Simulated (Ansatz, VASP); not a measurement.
## Two plane-wave programs on TaC

Contents of INCAR:

```
PREC     = Accurate       # precision mode
ENCUT    = 520            # plane-wave cutoff, eV
EDIFF    = 1E-6           # SCF threshold, eV
ISMEAR   = 0              # smearing method
SIGMA    = 0.1            # smearing width, eV
LREAL    = F              # projectors in reciprocal space
LASPH    = T              # aspherical terms in the spheres
NELM     = 100            # most SCF steps
ALGO     = Normal         # electronic algorithm
ISIF     = 2              # what is computed and relaxed
LWAVE    = F              # write WAVECAR
LCHARG   = F              # write CHGCAR
LDIPOL   = T            
IDIPOL   = 3            
DIPOL    = 0.5 0.5 0.500
GGA      = PE             # functional
NBANDS   = 48             # bands
```

KPOINTS

```
regular mesh
0
Gamma
  11 11 1
```

POSCAR

```
TaC
1.0
    3.1644852995      0.0000000000      0.0000000000
    0.0000000000      3.1644852995      0.0000000000
    0.0000000000      0.0000000000     23.9505160569
Ta C
5 5
Direct
    0.5000000000      0.5000000000      0.3131456534
    0.0000000000      0.0000000000      0.4065728267
    0.5000000000      0.5000000000      0.5000000000
    0.0000000000      0.0000000000      0.5934271733
    0.5000000000      0.5000000000      0.6868543466
    0.0000000000      0.0000000000      0.3131456534
    0.5000000000      0.5000000000      0.4065728267
    0.0000000000      0.0000000000      0.5000000000
    0.5000000000      0.5000000000      0.5934271733
    0.0000000000      0.0000000000      0.6868543466
```

Input for Ansatz:

```yaml
crystal:
  lattice:
    - [3.1644853056, 0.0, 0.0]
    - [0.0, 3.1644853056, 0.0]
    - [0.0, 0.0, 23.9505160742]
  atoms:
    - { symbol: Ta, position: [0.5, 0.5, 0.3131456532] }
    - { symbol: C, position: [0.0, 0.0, 0.3131456532] }
    - { symbol: Ta, position: [0.0, 0.0, 0.4065728266] }
    - { symbol: C, position: [0.5, 0.5, 0.4065728266] }
    - { symbol: Ta, position: [0.5, 0.5, 0.5] }
    - { symbol: C, position: [0.0, 0.0, 0.5] }
    - { symbol: Ta, position: [0.0, 0.0, 0.5934271734] }
    - { symbol: C, position: [0.5, 0.5, 0.5934271734] }
    - { symbol: Ta, position: [0.5, 0.5, 0.6868543468] }
    - { symbol: C, position: [0.0, 0.0, 0.6868543468] }
basis:
  ecutwfc: 420
kpoints:
  mp_grid: { grid: [11, 11, 1] }
hamiltonian:
  xc: pbe
scf:
  occupations: { method: gaussian, width: 0.1 }
output:
  forces: true
  eigenvalues: true
  write_density: true
  write_potential: true
  elf: true
  volumetric_format: npy
efield:
  axis: 3
  dipole_correction: true
  ramp_width: 0.04
```

Alike in both runs: task single point; functional PBE; k mesh 11 × 11 × 1; occupations gaussian, width 0.1 eV; no spin polarisation.

```csv
,VASP,Ansatz
version,VASP 6.6.1,Ansatz 0.2.0
potentials or method,"VASP PAW PBE potentials, release 64 (Ta_pv, C), cutoff 520 eV","scalar-relativistic, plane waves, PAW"
valence electrons in the cell,75,85
```

```csv
,VASP,Ansatz,Ansatz less VASP
gap on the k mesh at the Fermi level (eV),none,none,-
rms of the force components (eV/Å),0.797,0.799,+0.0024
```

A gap of «none» marks a metal or a gap that the smearing closes. The functional is the same, so the differences come from potentials, cutoffs and numerics. VASP's potentials hold 75 valence electrons a cell and Ansatz's 85, so a difference there can come from the potentials and not from the codes. Ansatz's warnings: xc potential rough in thin density.

Neither program's run includes spin-orbit coupling.
